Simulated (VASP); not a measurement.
# Hg (Cmce) in VASP: single point with PBE

Aim: the single point of Hg with PBE.

Everything below comes from runs of VASP 6.6.1. Logs are shortened: lines on timing, memory, paths and dates and some standing lists are left out, and cuts for length are marked.

### Step 1. The cell of the first run

Symmetry: Cmce, No. 64, orthorhombic system. Conventional cell: a = 5.724 Å, b = 11.164 Å, c = 3.660 Å, α = 90.00°, β = 90.00°, γ = 90.00°. Hg (site symmetry m) has 7 Hg at 2.73 to 3.41 Å within 3.6 Å.

### Step 2. Single point, PBE (strained)

INCAR reads:

```
PREC = Accurate ; ENCUT = 520
EDIFF = 1E-7 ; ISMEAR = 0
SIGMA = 0.1 ; LREAL = False
LASPH = True ; NELM = 100
ALGO = Normal ; ISIF = 2
LWAVE = False ; LCHARG = False
GGA = PE ; NBANDS = 32
```

KPOINTS reads:

```
regular mesh
0
Gamma
  8 8 12
```

POSCAR reads:

```
Hg
1.0
    2.8620561968     -5.5818744185      0.0000000000
    2.8620561968      5.5818744185      0.0000000000
    0.0000000000      0.0000000000      3.6598082340
Hg
4
Direct
    0.3778218945      0.6221781055      0.5027265389
    0.8778218945      0.1221781055      0.9972734611
    0.1221781055      0.8778218945      0.0027265389
    0.6221781055      0.3778218945      0.4972734611
```

Potentials or basis: VASP PAW PBE potentials, release 64 (Hg).

Run with:

```console
cat potpaw_PBE.64/Hg/POTCAR > POTCAR
mpirun -np 1 vasp_std > vasp.out
```

OUTCAR:

```text
PREC = Accurate
   ENCUT = 520
   EDIFF = 1E-7
   ISMEAR = 0
   LREAL = False
   LASPH = True
   NELM = 100
   ISIF = 2
   GGA = PE

 ion  position               nearest neighbor table
   1  0.378  0.622  0.503-   4 2.73   2 3.39   2 3.39   3 3.39   3 3.39   2 3.41   2 3.41
   2  0.878  0.122  0.997-   3 2.73   1 3.39   1 3.39   4 3.39   4 3.39   1 3.41   1 3.41
   3  0.122  0.878  0.003-   2 2.73   4 3.39   4 3.39   1 3.39   1 3.39   4 3.41   4 3.41
   4  0.622  0.378  0.497-   1 2.73   3 3.39   3 3.39   2 3.39   2 3.39   3 3.41   3 3.41

  LATTYP: Found a base centered orthorhombic cell.
 ALAT       =     5.7241123936
 B/A-ratio  =     1.9503021725
 C/A-ratio  =     0.6393669415

  Lattice vectors:

 A1 = (   2.8620561968,  -5.5818744185,   0.0000000000)
 A2 = (   2.8620561968,   5.5818744185,   0.0000000000)
 A3 = (   0.0000000000,   0.0000000000,   3.6598082340)

Analysis of symmetry for initial positions (statically):
=====================================================================
 Subroutine PRICEL returns:
 Original cell was already a primitive cell.

 Routine SETGRP: Setting up the symmetry group for a
 base centered orthorhombic supercell.

 Subroutine GETGRP returns: Found  8 space group operations
 (whereof  4 operations were pure point group operations)
 out of a pool of  8 trial point group operations.

The static configuration has the point symmetry C_2h.
 The point group associated with its full space group is D_2h.

Analysis of symmetry for dynamics (positions and initial velocities):
=====================================================================
 Subroutine PRICEL returns:
 Original cell was already a primitive cell.

 Routine SETGRP: Setting up the symmetry group for a
 base centered orthorhombic supercell.

 Subroutine GETGRP returns: Found  8 space group operations
 (whereof  4 operations were pure point group operations)
 out of a pool of  8 trial point group operations.

The dynamic configuration has the point symmetry C_2h.
 The point group associated with its full space group is D_2h.

 Subroutine INISYM returns: Found  8 space group operations
 (whereof  4 operations are pure point group operations),
 and found     1 'primitive' translations

----------------------------------------------------------------------------------------

                                     Primitive cell

  volume of cell :     116.9355

  direct lattice vectors                    reciprocal lattice vectors
     2.862056197 -5.581874418  0.000000000     0.174699575 -0.089575645  0.000000000
     2.862056197  5.581874418  0.000000000     0.174699575  0.089575645  0.000000000
     0.000000000  0.000000000  3.659808234     0.000000000  0.000000000  0.273238360

  length of vectors
     6.272853234  6.272853234  3.659808234     0.196325591  0.196325591  0.273238360

  position of ions in fractional coordinates (direct lattice)
     0.377821895  0.622178105  0.502726539
     0.877821895  0.122178105  0.997273461
     0.122178105  0.877821895  0.002726539
     0.622178105  0.377821895  0.497273461

  ion indices of the primitive-cell ions
   primitive index   ion index
                 1           1
                 2           2
                 3           3
                 4           4

----------------------------------------------------------------------------------------

 KPOINTS: regular mesh

Automatic generation of k-mesh.
 Grid dimensions read from file:
 generate k-points for:    8    8   12

 Generating k-lattice:

  Cartesian coordinates                     Fractional coordinates (reciprocal lattice)
     0.021837447 -0.011196956  0.000000000     0.125000000  0.000000000  0.000000000
     0.021837447  0.011196956  0.000000000     0.000000000  0.125000000  0.000000000
     0.000000000  0.000000000  0.022769863     0.000000000  0.000000000  0.083333333

  Length of vectors
     0.024540699  0.024540699  0.022769863

  Shift w.r.t. Gamma in fractional coordinates (k-lattice)
     0.000000000  0.000000000  0.000000000

 Subroutine IBZKPT returns following result:
 ===========================================

 Found    147 irreducible k-points:

 Following reciprocal coordinates:
            Coordinates               Weight
  0.000000  0.000000  0.000000      1.000000
  0.125000  0.000000  0.000000      4.000000
  0.250000  0.000000  0.000000      4.000000
  0.375000  0.000000  0.000000      4.000000
  0.500000  0.000000  0.000000      2.000000
  0.125000  0.125000  0.000000      2.000000
[... 16 lines left out ...]
  0.125000  0.000000  0.083333      8.000000
  0.250000  0.000000  0.083333      8.000000
 [... further k-points ...]
   k-points           NKPTS =    147   k-points in BZ     NKDIM =    147   number of bands    NBANDS=     32
   number of dos      NEDOS =    301   number of ions     NIONS =      4
   total plane-waves  NPLWV =  64512
   dimension x,y,z NGX =    48 NGY =   48 NGZ =   28
   dimension x,y,z NGXF=    96 NGYF=   96 NGZF=   56
   ions per type =               4
   NGX,Y,Z   is equivalent  to a cutoff of  12.72, 12.72, 12.72 a.u.
   NGXF,Y,Z  is equivalent  to a cutoff of  25.44, 25.44, 25.44 a.u.
 SYSTEM =  unknown system
   PREC   = accura    normal or accurate (medium, high low for compatibility)
   ISTART =      0    job   : 0-new  1-cont  2-samecut
   ICHARG =      2    charge: 1-file 2-atom 10-const
   ISPIN  =      1    spin polarized calculation?
   LNONCOLLINEAR =      F non collinear calculations
   LSORBIT =      F    spin-orbit coupling
   LASPH  =      T    aspherical Exc in radial PAW
   ENCUT  =  520.0 eV  38.22 Ry    6.18 a.u.  11.66 11.66  6.80*2*pi/ulx,y,z
   NELM   =    100;   NELMIN=  2; NELMDL= -5     # of ELM steps
   EDIFF  = 0.1E-06   stopping-criterion for ELM
   LREAL  =      F    real-space projection
   EDIFFG = 0.1E-05   stopping-criterion for IOM
   NSW    =      0    number of steps for IOM
   IBRION =     -1    ionic relax: 0-MD 1-quasi-New 2-CG
   NFREE  =      0    steps in history (QN), initial steepest desc. (CG)
   ISIF   =      2    stress and relaxation
   ISYM   =      2    0-nonsym 1-usesym 2-fastsym
   POTIM  = 0.5000    time-step for ionic-motion
   TEBEG  =    0.0;   TEEND  =   0.0 temperature during run
   PSTRESS=    0.0 pullay stress
   NELECT =      48.0000    total number of electrons
   NUPDOWN=      -1.0000    fix difference up-down
   EMIN   =  10.00;   EMAX   =-10.00  energy-range for DOS
   EFERMI =   0.00;   METHOD = LEGACY
   ISMEAR =     0;   SIGMA  =   0.10  broadening in eV -4-tet -1-fermi 0-gaus
   EFERMI_NEDOS =   21; number of points for ismear=-14 and -15
   IALGO  =     38    algorithm
   IMIX   =      4    mixing-type and parameters
     AMIX     =   0.40;   BMIX     =  1.00
     AMIX_MAG =   1.60;   BMIX_MAG =  1.00
  volume/ion in A,a.u.               =      29.23       197.28
  Fermi-wavevector in a.u.,A,eV,Ry     =   1.216671  2.299174 20.140537  1.480288
  Thomas-Fermi vector in A             =   2.352017
   LORBIT       =      0    0 simple, 1 ext, 2 COOP (PROOUT), +10 PAW based schemes
   GGA     = PE    functional components
   LHFCALC =     F    Hartree Fock is set to
   AEXX    =    0.0000 exact exchange contribution
   IVDW    =     0    specifies the selected vdW correction
   LEPSILON=     F    determine dielectric tensor
   LRPA    =     F    only Hartree local field effects (RPA)
 non-spin polarized calculation
 Gauss-broadening in eV      SIGMA  =   0.10
  energy-cutoff  :      520.00
  volume of cell :      116.94
 maximum number of plane-waves:      3179
   NGX = 23   NGY = 23   NGZ = 13

 number of electron      48.0000000 magnetization

 Free energy of the ion-electron system (eV)
  ---------------------------------------------------
  ext. energy  EPLUGINS =         0.00000000
  ---------------------------------------------------
  free energy    TOTEN  =        -0.37902801 eV

  energy without entropy =       -0.37201719  energy(sigma->0) =       -0.37552260

 E-fermi :   1.2998     XC(G=0):  -9.6646

 val. band max:        1.2891618488   @ k =  -0.2500   0.2500   0.0833
 cond. band min:       1.3119338315   @ k =  -0.2500   0.2500   0.1667
 fundamental gap:      0.0227719827
 Fermi energy:         1.2997623531

 k-point     1 :       0.0000    0.0000    0.0000
  band No.  band energies     occupation
      1      -6.5630      2.00000
      2      -6.0176      2.00000
      3      -5.9000      2.00000
      4      -5.6449      2.00000
      5      -5.6358      2.00000
      6      -5.4914      2.00000
[... 24 lines left out ...]
     31      11.6000      0.00000
     32      11.9279      0.00000

 k-point     2 :       0.1250    0.0000    0.0000
  band No.  band energies     occupation
      1      -6.5093      2.00000
      2      -6.0213      2.00000
      3      -5.8406      2.00000
      4      -5.6571      2.00000
      5      -5.6185      2.00000
      6      -5.5219      2.00000
[... 24 lines left out ...]
     31      11.0063      0.00000
     32      11.6380      0.00000

 k-point     3 :       0.2500    0.0000    0.0000
  band No.  band energies     occupation
      1      -6.3881      2.00000
      2      -6.0422      2.00000
      3      -5.6666      2.00000
      4      -5.6352      2.00000
      5      -5.5687      2.00000
      6      -5.5335      2.00000
[... 24 lines left out ...]
     31      10.5595      0.00000
     32      10.7685      0.00000

 k-point     4 :       0.3750    0.0000    0.0000
  band No.  band energies     occupation
      1      -6.2687      2.00000
      2      -6.0929      2.00000
      3      -5.6432      2.00000
      4      -5.4928      2.00000
      5      -5.4915      2.00000
      6      -5.4800      2.00000
[... 654 lines left out ...]
     31      11.2659      0.00000
     32      11.4435      0.00000

 k-point    23 :       0.1250    0.0000    0.0833
  band No.  band energies     occupation
      1      -6.4751      2.00000
      2      -6.0186      2.00000
      3      -5.7912      2.00000
      4      -5.6707      2.00000
      5      -5.6214      2.00000
      6      -5.4787      2.00000
[... 24 lines left out ...]
     31      10.3303      0.00000
     32      11.0944      0.00000

 k-point    24 :       0.2500    0.0000    0.0833
  band No.  band energies     occupation
      1      -6.3677      2.00000
      2      -6.0426      2.00000
      3      -5.6787      2.00000
      4      -5.6034      2.00000
      5      -5.5719      2.00000
      6      -5.4885      2.00000
[... 24 lines left out ...]
     31      10.0594      0.00000
     32      10.2660      0.00000

 [... further k-points ...]
[... 5 lines left out ...]
  --------------------------------------------------------------------------------------
  -------------------------------------------------------------------------------------
  Total       -0.4960452      4.5596884     -0.6233203      0.0000000      0.0000000      0.0000000
  in kB       -6.7964998     62.4739843     -8.5403427      0.0000000      0.0000000      0.0000000
  external PRESSURE =      15.7123806 kB  Pullay stress =       0.0000000 kB

 VOLUME and BASIS-vectors are now :
 -----------------------------------------------------------------------------
  energy-cutoff  :      520.00
  volume of cell :      116.94
      direct lattice vectors                 reciprocal lattice vectors
     2.862056197 -5.581874418  0.000000000     0.174699575 -0.089575645  0.000000000
     2.862056197  5.581874418  0.000000000     0.174699575  0.089575645  0.000000000
     0.000000000  0.000000000  3.659808234     0.000000000  0.000000000  0.273238360

 POSITION                                       TOTAL-FORCE (eV/Angst)
 -----------------------------------------------------------------------------------
      2.86206      1.36397      1.83988         0.000000      1.176361      0.007373
      2.86206     -4.21791      3.64983         0.000000      1.176361     -0.007373
      2.86206      4.21791      0.00998         0.000000     -1.176361      0.007373
      2.86206     -1.36397      1.81993         0.000000     -1.176361     -0.007373
 -----------------------------------------------------------------------------------
    total drift:                                0.000000      0.000000      0.000000

  FREE ENERGIE OF THE ION-ELECTRON SYSTEM (eV)
  ---------------------------------------------------
  free  energy   TOTEN  =        -0.3790280083 eV

  energy  without entropy=       -0.3720171870  energy(sigma->0) =       -0.37552260
```

Wall time 4.7 min (1 thread of Intel Xeon 6975P-C (Granite Rapids), shared host); peak memory 0.52 GiB.

What came out:

```yaml
Free_energy: -0.3790 eV
Pressure: 1.6 GPa
Largest_force: 1.176 eV/Å
Band_gap_on_the_k_mesh: zero (band 24 reaches 1.91 eV, above the bottom of band 25 at 0.53 eV)
```

Forces in eV/Å, atoms in the order of the input:
```
Hg   0.000  1.176  0.007
Hg   0.000  1.176 -0.007
Hg   0.000 -1.176  0.007
Hg   0.000 -1.176 -0.007
```

Stress tensor (GPa, compression positive):
```
-0.68  0.00  0.00
 0.00  6.25  0.00
 0.00  0.00 -0.85
```

Caveat: the cell differs from its parent crystal (strained); spin-orbit coupling is left out, which moves the levels of the heavy elements; forces of over 1 eV/Å act on the atoms, so gaps and moduli don't describe the material at rest.
